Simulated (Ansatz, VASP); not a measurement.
# Sb: VASP beside Ansatz

The input INCAR:

```
PREC = Accurate
ENCUT = 500
EDIFF = 1E-6
ISMEAR = 0
SIGMA = 0.1
LREAL = False
LASPH = True
NELM = 120
ALGO = Normal
ISIF = 2
LWAVE = False
LCHARG = True
GGA = PS
LELF = True
LVHAR = True
NBANDS = 22
GGA_COMPAT = False
```

The input KPOINTS:

```
regular mesh
0
Gamma
  6 6 6
```

Contents of POSCAR:

```
Sb
1.0
    2.1542000000      1.2437279499      3.7580000000
   -2.1542000000      1.2437279499      3.7580000000
    0.0000000000     -2.4874558998      3.7580000000
Sb
2
Direct
    0.2334900000      0.2334900000      0.2334900000
    0.7665100000      0.7665100000      0.7665100000
```

Input for Ansatz:

```yaml
crystal:
  lattice:
    - [2.1542, 1.2437279499, 3.758]
    - [-2.1542, 1.2437279499, 3.758]
    - [0.0, -2.4874558998, 3.758]
  atoms:
    - { symbol: Sb, position: [0.23349, 0.23349, 0.23349] }
    - { symbol: Sb, position: [0.76651, 0.76651, 0.76651] }
basis:
  ecutwfc: 420
kpoints:
  mp_grid: { grid: [6, 6, 6] }
hamiltonian:
  xc: pbesol
scf:
  occupations: { method: gaussian, width: 0.1 }
output:
  forces: true
  stress: true
  eigenvalues: true
```

Alike in both runs: task single point; functional PBEsol; k mesh 6 × 6 × 6; occupations gaussian, width 0.1 eV; no spin polarisation.

|  | VASP | Ansatz |
| --- | --- | --- |
| version | VASP 6.6.1 | Ansatz 0.2.0 |
| potentials or method | VASP PAW PBE potentials, release 64 (Sb_d_GW), cutoff 500 eV | scalar-relativistic, plane waves, PAW |
| valence electrons in the cell | 30 | 30 |

|  | VASP | Ansatz | Ansatz less VASP |
| --- | --- | --- | --- |
| gap on the k mesh at the Fermi level (eV) | none | none | - |
| pressure (GPa) | 0.0 | 0.1 | +0.05 |
| traceless stress, the component that is largest in VASP (GPa) | -0.19 | -0.19 | +0.003 |
| rms of the force components (eV/Å) | 0.007 | 0.008 | +0.0014 |

VASP's potentials were made for PBE, not for PBEsol. Atom by atom the forces differ by 0.001 eV/Å (rms over components). A gap of «none» marks a metal or a gap that the smearing closes.

Neither program's run includes spin-orbit coupling.
